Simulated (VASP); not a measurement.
Input of a VASP 6.6.1 run:

INCAR

```
SYSTEM = Hf2AlN3
PREC = Accurate ; ENCUT = 520
EDIFF = 1E-6 ; ISMEAR = 0
SIGMA = 0.1 ; LREAL = .False.
LASPH = .True. ; NELM = 80
ALGO = Normal ; ISIF = 2
LWAVE = .False. ; LCHARG = .False.
GGA = PE ; NBANDS = 28
```

File KPOINTS:

```
regular mesh
0
Gamma
  6 6 2
  0 0 0
```

File POSCAR:

```
Hf2AlN3
1.0
    3.3626174374      0.0000000028      0.0000000000
   -1.6813087211      2.9121121226      0.0000000000
    0.0000000000      0.0000000000      8.3074804278
Hf Al N
2 1 3
Direct
    0.0000000000      0.0000000000     -0.0121413312
    0.3333333333      0.6666666667      0.3376280016
    0.6666666667      0.3333333333      0.6727327257
    0.0000000000      0.0000000000      0.7281497678
    0.6666666667      0.3333333333      0.4389455950
    0.3333333333      0.6666666667      0.0846852412
```

Potentials or basis: VASP PAW PBE potentials, release 64 (Hf_pv, Al, N).

Launch:

```sh
$ cat potpaw_PBE.64/Hf_pv/POTCAR potpaw_PBE.64/Al/POTCAR potpaw_PBE.64/N/POTCAR > POTCAR
$ mpirun -np 1 vasp_std > vasp.out
```

(1) What does it give for the band gap on the k mesh?

(2) What does it give for the pressure?

(3) What does it give for the largest force?

Results:

(1) zero (bands 19 and 20 overlap by 0.97 eV).

(2) -1.0 GPa.

(3) 0.067 eV/Å.

Caveat: the k points lie up to 0.38 Å⁻¹ apart, too coarse for converged energies and pressures of a metal; spin-orbit coupling is left out, which moves the levels of the heavy elements.
